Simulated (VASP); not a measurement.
# Al9O in VASP: notebook, part 2 of 2

VASP 6.6.1. Earlier steps stand in the parts before.

### Step 4. Single point, PBE

INCAR reads:

```
PREC = Accurate ; ENCUT = 520
EDIFF = 1E-6 ; ISMEAR = 0
SIGMA = 0.1 ; LREAL = False
LASPH = True ; NELM = 60
ALGO = Normal ; ISIF = 2
LWAVE = False ; LCHARG = True
LDIPOL = True ; IDIPOL = 3
DIPOL = 0.5 0.5 0.420 ; GGA = PE
LELF = True ; LVHAR = True
LVACPOTAV = True ; NBANDS = 28
```

KPOINTS reads:

```
Automatic mesh
0
Gamma
  9 9 1
```

POSCAR reads:

```
Al9O
1.0
    2.8535431555      0.0000000000      0.0000000000
   -1.4267715777      2.4712408634      0.0000000000
    0.0000000000      0.0000000000     34.2605579378
Al O
9 1
Direct
    0.3333333333      0.6666666667      0.1167523310
    0.0000000000      0.0000000000      0.1852090283
    0.6666666667      0.3333333333      0.2536657256
    0.0000000000      0.0000000000      0.3221224229
    0.3333333333      0.6666666667      0.3899858424
    0.0000000000      0.0000000000      0.4578168570
    0.6666666667      0.3333333333      0.5268325032
    0.0000000000      0.0000000000      0.5950901729
    0.3333333333      0.6666666667      0.6643370484
    1.0000000000      1.0000000000      0.6860192139
```

Potentials or basis: VASP PAW PBE potentials, release 64 (Al, O).

The run is started by

```
> cat potpaw_PBE.64/Al/POTCAR potpaw_PBE.64/O/POTCAR > POTCAR
> mpirun -np 1 vasp_std > vasp.out
```

OUTCAR:

```text
PREC = Accurate
   ENCUT = 520
   EDIFF = 1E-6
   ISMEAR = 0
   LREAL = False
   LASPH = True
   NELM = 60
   ISIF = 2
   GGA = PE

 ion  position               nearest neighbor table
   1  0.333  0.667  0.117-   2 2.87   2 2.87   2 2.87
   2  0.000  0.000  0.185-   1 2.87   3 2.87   1 2.87   3 2.87   3 2.87   1 2.87
   3  0.667  0.333  0.254-   2 2.87   4 2.87   2 2.87   4 2.87   2 2.87   4 2.87
   4  0.000  0.000  0.322-   5 2.85   5 2.85   5 2.85   3 2.87   3 2.87   3 2.87
   5  0.333  0.667  0.390-   6 2.85   6 2.85   6 2.85   4 2.85   4 2.85   4 2.85
   6  0.000  0.000  0.458-   5 2.85   5 2.85   5 2.85   7 2.88   7 2.88   7 2.88
   7  0.667  0.333  0.527-   8 2.86   8 2.86   8 2.86   6 2.88   6 2.88   6 2.88
   8  0.000  0.000  0.595-   7 2.86   7 2.86   7 2.86   9 2.89   9 2.89   9 2.89
   9  0.333  0.667  0.664-  10 1.81  10 1.81  10 1.81   8 2.89   8 2.89   8 2.89
  10  0.000  0.000  0.686-   9 1.81   9 1.81   9 1.81

  LATTYP: Found a hexagonal cell.
 ALAT       =     2.8535431555
 C/A-ratio  =    12.0063219902

  Lattice vectors:

 A1 = (   2.8535431555,   0.0000000000,   0.0000000000)
 A2 = (  -1.4267715777,   2.4712408634,   0.0000000000)
 A3 = (   0.0000000000,   0.0000000000,  34.2605579378)

Analysis of symmetry for initial positions (statically):
=====================================================================
 Subroutine PRICEL returns:
 Original cell was already a primitive cell.

 Routine SETGRP: Setting up the symmetry group for a
 hexagonal supercell.

 Subroutine GETGRP returns: Found  6 space group operations
 (whereof  6 operations were pure point group operations)
 out of a pool of 24 trial point group operations.

The static configuration has the point symmetry C_3v.

Analysis of symmetry for dynamics (positions and initial velocities):
=====================================================================
 Subroutine PRICEL returns:
 Original cell was already a primitive cell.

 Routine SETGRP: Setting up the symmetry group for a
 hexagonal supercell.

 Subroutine GETGRP returns: Found  6 space group operations
 (whereof  6 operations were pure point group operations)
 out of a pool of 24 trial point group operations.

The dynamic configuration has the point symmetry C_3v.

 Subroutine INISYM returns: Found  6 space group operations
 (whereof  6 operations are pure point group operations),
 and found     1 'primitive' translations

----------------------------------------------------------------------------------------

                                     Primitive cell

  volume of cell :     241.5983

  direct lattice vectors                    reciprocal lattice vectors
     2.853543156  0.000000000  0.000000000     0.350441520  0.202327506  0.000000000
    -1.426771578  2.471240863  0.000000000     0.000000000  0.404655012  0.000000000
     0.000000000  0.000000000 34.260557938     0.000000000  0.000000000  0.029188083

  length of vectors
     2.853543156  2.853543155 34.260557938     0.404655011  0.404655012  0.029188083

  position of ions in fractional coordinates (direct lattice)
     0.333333333  0.666666667  0.116752331
     0.000000000  0.000000000  0.185209028
     0.666666667  0.333333333  0.253665726
     0.000000000  0.000000000  0.322122423
     0.333333333  0.666666667  0.389985842
     0.000000000  0.000000000  0.457816857
     0.666666667  0.333333333  0.526832503
     0.000000000  0.000000000  0.595090173
     0.333333333  0.666666667  0.664337048
     0.000000000  0.000000000  0.686019214

  ion indices of the primitive-cell ions
[... 61 lines left out ...]
   PREC   = accura    normal or accurate (medium, high low for compatibility)
   ISTART =      0    job   : 0-new  1-cont  2-samecut
   ICHARG =      2    charge: 1-file 2-atom 10-const
   ISPIN  =      1    spin polarized calculation?
   LNONCOLLINEAR =      F non collinear calculations
   LSORBIT =      F    spin-orbit coupling
   LASPH  =      T    aspherical Exc in radial PAW
   ENCUT  =  520.0 eV  38.22 Ry    6.18 a.u.   5.31  5.31 63.70*2*pi/ulx,y,z
   NELM   =     60;   NELMIN=  2; NELMDL= -5     # of ELM steps
   EDIFF  = 0.1E-05   stopping-criterion for ELM
   LREAL  =      F    real-space projection
   EDIFFG = 0.1E-04   stopping-criterion for IOM
   NSW    =      0    number of steps for IOM
   IBRION =     -1    ionic relax: 0-MD 1-quasi-New 2-CG
   NFREE  =      0    steps in history (QN), initial steepest desc. (CG)
   ISIF   =      2    stress and relaxation
   ISYM   =      2    0-nonsym 1-usesym 2-fastsym
   POTIM  = 0.5000    time-step for ionic-motion
   TEBEG  =    0.0;   TEEND  =   0.0 temperature during run
   PSTRESS=    0.0 pullay stress
   NELECT =      33.0000    total number of electrons
   NUPDOWN=      -1.0000    fix difference up-down
   EMIN   =  10.00;   EMAX   =-10.00  energy-range for DOS
   EFERMI =   0.00;   METHOD = LEGACY
   ISMEAR =     0;   SIGMA  =   0.10  broadening in eV -4-tet -1-fermi 0-gaus
   EFERMI_NEDOS =   21; number of points for ismear=-14 and -15
   IALGO  =     38    algorithm
   IMIX   =      4    mixing-type and parameters
     AMIX     =   0.40;   BMIX     =  1.00
     AMIX_MAG =   1.60;   BMIX_MAG =  1.00
  volume/ion in A,a.u.               =      24.16       163.04
  Fermi-wavevector in a.u.,A,eV,Ry     =   0.843105  1.593237  9.671368  0.710825
  Thomas-Fermi vector in A             =   1.957919
   LORBIT       =      0    0 simple, 1 ext, 2 COOP (PROOUT), +10 PAW based schemes
   GGA     = PE    functional components
   LHFCALC =     F    Hartree Fock is set to
   AEXX    =    0.0000 exact exchange contribution
   IVDW    =     0    specifies the selected vdW correction
   LEPSILON=     F    determine dielectric tensor
   LRPA    =     F    only Hartree local field effects (RPA)
 non-spin polarized calculation
 Gauss-broadening in eV      SIGMA  =   0.10
  energy-cutoff  :      520.00
  volume of cell :      241.60
 maximum number of plane-waves:      6547
 NGX is ok and might be reduce to    24
   NGX = 11   NGY = 11   NGZ =127

 dipolmoment           0.000000      0.000000     -0.034047 electrons x Angstroem

 number of electron      33.0000000 magnetization

 dipolmoment           0.000000      0.000000      0.028891 electrons x Angstroem

 Free energy of the ion-electron system (eV)
  ---------------------------------------------------
  ext. energy  EPLUGINS =         0.00000000
  ---------------------------------------------------
  free energy    TOTEN  =       -42.33641812 eV

  energy without entropy =      -42.30843438  energy(sigma->0) =      -42.32242625

 E-fermi :   3.4782     XC(G=0):  -6.9677

 val. band max:        3.4516078850   @ k =   0.3333   0.1111   0.0000
 cond. band min:       3.4974444965   @ k =   0.3333   0.2222   0.0000
 fundamental gap:      0.0458366114
 Fermi energy:         3.4782039211

 k-point     1 :       0.0000    0.0000    0.0000
  band No.  band energies     occupation
      1     -17.9915      2.00000
      2      -7.5732      2.00000
      3      -7.3143      2.00000
      4      -6.9408      2.00000
      5      -6.3599      2.00000
      6      -5.6451      2.00000
[... 361 lines left out ...]
     27       5.4659      0.00000
     28       5.4962      0.00000

------------------------ aborting loop because EDIFF is reached ----------------------------------------

  FORCE on cell =-STRESS in cart. coord.  units (eV):
  Direction    XX          YY          ZZ          XY          YZ          ZX
  --------------------------------------------------------------------------------------
  -------------------------------------------------------------------------------------
  Total        0.7959911      0.7959911      0.9922394      0.0000000      0.0000000      0.0000000
  in kB        5.2786737      5.2786737      6.5801090      0.0000000      0.0000000      0.0000000
  external PRESSURE =       5.7124854 kB  Pullay stress =       0.0000000 kB

 VOLUME and BASIS-vectors are now :
 -----------------------------------------------------------------------------
  energy-cutoff  :      520.00
  volume of cell :      241.60
      direct lattice vectors                 reciprocal lattice vectors
     2.853543156  0.000000000  0.000000000     0.350441520  0.202327506  0.000000000
    -1.426771578  2.471240863  0.000000000     0.000000000  0.404655012  0.000000000
     0.000000000  0.000000000 34.260557938     0.000000000  0.000000000  0.029188083

 POSITION                                       TOTAL-FORCE (eV/Angst)
 -----------------------------------------------------------------------------------
     -0.00000      1.64749      4.00000        -0.000000      0.000000     -0.070816
      0.00000      0.00000      6.34536         0.000000      0.000000      0.037587
      1.42677      0.82375      8.69073         0.000000      0.000000     -0.045459
      0.00000      0.00000     11.03609         0.000000      0.000000      0.032245
     -0.00000      1.64749     13.36113         0.000000      0.000000     -0.001868
      0.00000      0.00000     15.68506         0.000000     -0.000000      0.128096
      1.42677      0.82375     18.04958        -0.000000      0.000000     -0.166815
      0.00000      0.00000     20.38812        -0.000000     -0.000000     -0.071675
     -0.00000      1.64749     22.76056        -0.000000      0.000000      0.168314
      0.00000      0.00000     23.50340        -0.000000      0.000000     -0.009609
 -----------------------------------------------------------------------------------
    total drift:                               -0.000000      0.000000      0.000895

  FREE ENERGIE OF THE ION-ELECTRON SYSTEM (eV)
  ---------------------------------------------------
  free  energy   TOTEN  =       -42.3364181225 eV

  energy  without entropy=      -42.3084343771  energy(sigma->0) =      -42.32242625

 vacuum level on the upper side and lower side of the slab         8.312         7.570
```

It took 4.2 min on 1 thread of Intel Xeon Platinum 8488C (Sapphire Rapids), shared host; peak memory 0.38 GiB.

Results:

```yaml
Free_energy: -42.3364 eV
Largest_force: 0.168 eV/Å
Band_gap_on_the_k_mesh: zero (an odd number of electrons rules out a gap without spin polarisation)
```

Forces on the atoms (eV/Å):
```
Al   0.000  0.000 -0.071
Al   0.000  0.000  0.038
Al   0.000  0.000 -0.045
Al   0.000  0.000  0.032
Al   0.000  0.000 -0.002
Al   0.000  0.000  0.128
Al   0.000  0.000 -0.167
Al   0.000  0.000 -0.072
Al   0.000  0.000  0.168
O    0.000  0.000 -0.010
```

Caveat: an odd number of electrons without spin polarisation forces a metal; a magnetic or distorted state may lie lower.

### Step 5. Relaxation of the atoms, PBE

INCAR reads:

```
SYSTEM = Al9O
  ALGO = Normal
  DIPOL = 0.5 0.5 0.419
  EDIFF = 1E-7
  EDIFFG = -0.025
  ENCUT = 520
  GGA = PE
  GGA_COMPAT = .False.
  IBRION = 2
  IDIPOL = 3
  ISIF = 2
  ISMEAR = 0
  LASPH = .True.
  LCHARG = .False.
  LDIPOL = .True.
  LREAL = .False.
  LWAVE = .False.
  NELM = 120
  NELMDL = -8
  NELMIN = 4
  NSW = 36
  PREC = Accurate
  SIGMA = 0.1
```

KPOINTS reads:

```
k-points
0
Gamma
  9 9 1
  0 0 0
```

POSCAR reads:

```
Al9O
1.0
    2.8535431555      0.0000000000      0.0000000000
   -1.4267715777      2.4712408634      0.0000000000
    0.0000000000      0.0000000000     34.2605579378
Al O
9 1
Selective dynamics
Direct
    0.3333333333      0.6666666667      0.1167523310  F F F
    0.0000000000      0.0000000000      0.1852090283  F F F
    0.6666666667      0.3333333333      0.2536657256  F F F
    0.0000000000      0.0000000000      0.3221224229  F F F
    0.3333333333      0.6666666667      0.3899858424  F F F
    0.0000000000      0.0000000000      0.4578168570  F F F
    0.6666666667      0.3333333333      0.5268325032  F F F
    0.0000000000      0.0000000000      0.5950901729  F F F
    0.3333333333      0.6666666667      0.6643370484  F F F
    0.6666666667      1.3333333333      0.6807996340  F F T
```

The run is started by

```
> cat potpaw_PBE.64/Al/POTCAR potpaw_PBE.64/O/POTCAR > POTCAR
> mpirun -np 1 vasp_std > vasp.out
```

Run time: 5.9 min. Hardware: 1 thread of AMD EPYC 7R13 (Zen 3), shared host; peak memory 0.37 GiB.

It converged, with:

* Free energy: -42.4969 eV
* Energy gained by relaxing: 21.3 meV/atom
* Ionic steps: 3

Step by step:
```csv
step,energy change (eV),largest force on free atoms (eV/Å),pressure (GPa)
1,0.0000,2.6061,1.97
2,-0.2023,0.5947,0.90
3,-0.2132,0.0136,0.62
```

Final structure:
```
CELL_PARAMETERS angstrom
2.85354 0.00000 0.00000
-1.42677 2.47124 0.00000
0.00000 0.00000 34.26056
ATOMIC_POSITIONS crystal
Al 0.33333 0.66667 0.11675
Al 0.00000 0.00000 0.18521
Al 0.66667 0.33333 0.25367
Al 0.00000 0.00000 0.32212
Al 0.33333 0.66667 0.38999
Al 0.00000 0.00000 0.45782
Al 0.66667 0.33333 0.52683
Al 0.00000 0.00000 0.59509
Al 0.33333 0.66667 0.66434
O 0.66667 0.33333 0.68552
```

Levels at points of the mesh, in eV from the Fermi level:
```csv
k point,band 12,band 13,band 14,band 15,band 16,band 17,band 18,band 19
"(0.00, 0.00, 0.00)",-4.66,-4.06,-2.65,-1.18,0.40,1.94,3.25,4.06
```

Caveat: the highest band is partly filled, so the run has too few bands.

### Step 6. Relaxation of the atoms, PBE

INCAR reads:

```
PREC = Accurate
ENCUT = 520
EDIFF = 1E-6
ISMEAR = 0
SIGMA = 0.1
LREAL = F
LASPH = T
NELM = 80
ALGO = Normal
ISIF = 2
LWAVE = F
LCHARG = F
LDIPOL = T
IDIPOL = 3
DIPOL = 0.5 0.5 0.419
GGA = PE
IBRION = 2
NSW = 36
EDIFFG = -0.025
```

KPOINTS reads:

```
Automatic mesh
0
Gamma
  9 9 1
```

POSCAR reads:

```
Al9O
1.0
    2.8535431553      0.0000000000      0.0000000000
   -1.4267715777      2.4712408633      0.0000000000
    0.0000000000      0.0000000000     34.2605581409
Al O
9 1
Selective dynamics
Direct
    0.3333333333      0.6666666667      0.1167523303  F F F
    0.0000000000      0.0000000000      0.1852090272  F F F
    0.6666666667      0.3333333333      0.2536657241  F F F
    0.0000000000      0.0000000000      0.3221224210  F F F
    0.3333333333      0.6666666667      0.3899858410  F F F
    0.0000000000      0.0000000000      0.4578168561  F F F
    0.6666666667      0.3333333333      0.5268325031  F F F
    0.0000000000      0.0000000000      0.5950901736  F F F
    0.3333333333      0.6666666667      0.6643370504  F F F
    1.0000000000      1.0000000000      0.6807996876  F F T
```

Potentials or basis: VASP PAW PBE potentials, release 64 (Al, O).

The run is started by

```
> cat potpaw_PBE.64/Al/POTCAR potpaw_PBE.64/O/POTCAR > POTCAR
> mpirun -np 1 vasp_std > vasp.out
```

It took 12 min on 1 thread of Intel Xeon 8259CL, shared host; peak memory 0.42 GiB.

Results (log left out):

```yaml
Free_energy: -42.3364 eV
Energy_gained_by_relaxing: 25.9 meV/atom
Ionic_steps: 3
```

Step by step:
| step | energy change (eV) | largest force on free atoms (eV/Å) | pressure (GPa) |
| --- | --- | --- | --- |
| 1 | 0.0000 | 2.8769 | 2.07 |
| 2 | -0.2465 | 0.6430 | 0.89 |
| 3 | -0.2591 | 0.0240 | 0.59 |

Final structure:
```xyz
10
Lattice="2.8535 0.0000 0.0000 -1.4268 2.4712 0.0000 0.0000 0.0000 34.2606" Properties=species:S:1:pos:R:3 pbc="T T T"
Al    0.0000    1.6475    4.0000
Al    0.0000    0.0000    6.3454
Al    1.4268    0.8237    8.6907
Al    0.0000    0.0000   11.0361
Al    0.0000    1.6475   13.3611
Al    0.0000    0.0000   15.6851
Al    1.4268    0.8237   18.0496
Al    0.0000    0.0000   20.3881
Al    0.0000    1.6475   22.7606
O     0.0000    0.0000   23.5013
```

Levels at points of the mesh, in eV from the Fermi level:
```
           k point  band 12  band 13  band 14  band 15  band 16  band 17  band 18  band 19
(0.00, 0.00, 0.00)    -4.87    -4.09    -2.67    -1.19     0.39     1.90     3.18     3.97
```

Caveat: the highest band is partly filled, so the run has too few bands.

### Step 7. Relaxation of the atoms, PBE

INCAR reads:

```
PREC = Accurate
ENCUT = 520
EDIFF = 1E-6
ISMEAR = 0
SIGMA = 0.1
LREAL = False
LASPH = True
NELM = 100
ALGO = Normal
ISIF = 2
LWAVE = False
LCHARG = False
LDIPOL = True
IDIPOL = 3
DIPOL = 0.5 0.5 0.423
GGA = PE
IBRION = 2
NSW = 36
EDIFFG = -0.025
```

KPOINTS is that of step 6.

POSCAR, as its differences from that of step 6:

```diff
@@ -18,2 +18,2 @@
     0.3333333333      0.6666666667      0.6643370504  F F F
-    1.0000000000      1.0000000000      0.6807996876  F F T
+    0.3333333333      0.6666666667      0.7192106457  F F T
```

The run is started by

```
> cat potpaw_PBE.64/Al/POTCAR potpaw_PBE.64/O/POTCAR > POTCAR
> mpirun -np 1 vasp_std > vasp.out
```

Run time: 16 min. Hardware: 1 thread of Intel Xeon 8259CL, shared host; peak memory 0.42 GiB.

It converged, with:

```yaml
Free_energy: -37.9873 eV
Energy_gained_by_relaxing: 32.9 meV/atom
Ionic_steps: 4
```

Step by step:
```csv
step,energy change (eV),largest force on free atoms (eV/Å),pressure (GPa)
1,0.0000,2.7851,-1.37
2,-0.2887,1.2671,-0.53
3,-0.3283,0.1312,0.13
4,-0.3287,0.0103,0.03
```

Final structure:
```yaml
crystal:
  lattice:
    - [2.85354, 0.00000, 0.00000]
    - [-1.42677, 2.47124, 0.00000]
    - [0.00000, 0.00000, 34.26056]
  atoms:
    - { symbol: Al, position: [0.33333, 0.66667, 0.11675] }
    - { symbol: Al, position: [0.00000, 0.00000, 0.18521] }
    - { symbol: Al, position: [0.66667, 0.33333, 0.25367] }
    - { symbol: Al, position: [0.00000, 0.00000, 0.32212] }
    - { symbol: Al, position: [0.33333, 0.66667, 0.38999] }
    - { symbol: Al, position: [0.00000, 0.00000, 0.45782] }
    - { symbol: Al, position: [0.66667, 0.33333, 0.52683] }
    - { symbol: Al, position: [0.00000, 0.00000, 0.59509] }
    - { symbol: Al, position: [0.33333, 0.66667, 0.66434] }
    - { symbol: O, position: [0.33333, 0.66667, 0.71356] }
```

Levels at points of the mesh, in eV from the Fermi level:
```tsv
k point	band 12	band 13	band 14	band 15	band 16	band 17	band 18	band 19
(0.00, 0.00, 0.00)	-2.56	-1.44	-0.11	0.39	0.39	1.38	2.87	4.02
```

Caveat: the highest band is partly filled, so the run has too few bands.

### Step 8. Summary

| task | cell | atoms held fixed (from 0) | gap on the mesh (eV) | largest force (eV/Å) |
| --- | --- | --- | --- | --- |
| single point | a = 2.854, b = 2.854, c = 34.261 Å, angles 90.0, 90.0, 120.0°, 10 atoms, atomic positions A | - | none | 0.37 |
| single point | a = 2.854, b = 2.854, c = 34.261 Å, angles 90.0, 90.0, 120.0°, 10 atoms, atomic positions B | - | none | 0.11 |
| single point | a = 2.854, b = 2.854, c = 34.261 Å, angles 90.0, 90.0, 120.0°, 10 atoms, atomic positions C | - | none | 0.17 |
| relaxation of the atoms | atoms relaxed from a = 2.854, b = 2.854, c = 34.261 Å, angles 90.0, 90.0, 120.0°, 10 atoms, atomic positions D | [0, 1, 2, 3, 4, 5, 6, 7, 8, 9] | - | - |
| relaxation of the atoms | atoms relaxed from a = 2.854, b = 2.854, c = 34.261 Å, angles 90.0, 90.0, 120.0°, 10 atoms, atomic positions E | [0, 1, 2, 3, 4, 5, 6, 7, 8, 9] | - | - |
| relaxation of the atoms | atoms relaxed from a = 2.854, b = 2.854, c = 34.261 Å, angles 90.0, 90.0, 120.0°, 10 atoms, atomic positions F | [0, 1, 2, 3, 4, 5, 6, 7, 8, 9] | - | - |

Alike in all rows: level PBE; potentials or basis VASP PAW PBE potentials, release 64 (Al, O); no spin polarisation; k mesh 9 × 9 × 1; cutoff (eV) 520; smearing gaussian 0.1 eV.

Caveats: an odd number of electrons without spin polarisation forces a metal (at least some runs); a magnetic or distorted state may lie lower (at least some runs); the highest band is partly filled, so the run has too few bands (at least some runs).

Total energies depend on the potentials used, so only differences within one code and one set of settings carry meaning.
